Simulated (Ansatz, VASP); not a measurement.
# One calculation of B, two programs

Contents of INCAR:

```
SYSTEM = B
ALGO = Normal ; EDIFF = 1E-6
EDIFFG = -0.01 ; ENCUT = 600
GGA = PE ; IBRION = 2
ISIF = 3 ; ISMEAR = 0
LASPH = .True. ; LCHARG = .False.
LREAL = .False. ; LWAVE = .False.
NELM = 60 ; NSW = 100
PREC = Accurate ; SIGMA = 0.1
```

Contents of KPOINTS:

```
k-points
0
Gamma
  24 24 28
  0 0 0
```

File POSCAR:

```
B
1.0
    3.0105512922      0.0000000000      0.0000000000
   -1.5052756461      2.6072138984      0.0000000000
    0.0000000000      0.0000000000      1.9335788252
B
2
Direct
    0.6666666667      0.3333333333      0.0000000000
    0.3333333333      0.6666666667      0.0000000000
```

Input for Ansatz:

```yaml
crystal:
  lattice:
    - [3.0105512922, 0.0, 0.0]
    - [-1.5052756461, 2.6072138984, 0.0]
    - [0.0, 0.0, 1.9335788252]
  atoms:
    - { symbol: B, position: [0.6666666667, 0.3333333333, 0.0] }
    - { symbol: B, position: [0.3333333333, 0.6666666667, 0.0] }
basis:
  ecutwfc: 420
kpoints:
  mp_grid: { grid: [24, 24, 28] }
hamiltonian:
  xc: pbe
scf:
  occupations: { method: gaussian, width: 0.1 }
output:
  forces: true
  stress: true
  eigenvalues: true
  write_density: true
  write_potential: true
  elf: true
  volumetric_format: npy
relax:
  adjacent_minimum: "off"
  f_tol: 0.01
  max_steps: 80
  cell: { stress_tol: 0.05 }
```

Alike in both runs: task relaxation of cell and atoms; functional PBE; k mesh 24 × 24 × 28; occupations gaussian, width 0.1 eV; no spin polarisation.

```csv
,VASP,Ansatz
version,VASP 6.6.1,Ansatz 0.2.0
potentials or method,"VASP PAW PBE potentials, release 64 (B), cutoff 600 eV","scalar-relativistic, plane waves, PAW"
valence electrons in the cell,6,6
```

```csv
,VASP,Ansatz,Ansatz less VASP
"gap on the k mesh at the Fermi level, each at its own relaxed structure (eV)",none,none,-
relaxed volume (Å³/atom),7.60,7.60,-0.001
relaxed cell length with the largest relative difference (Å),1.935,1.935,+0.0007
```

A gap of «none» marks a metal or a gap that the smearing closes.
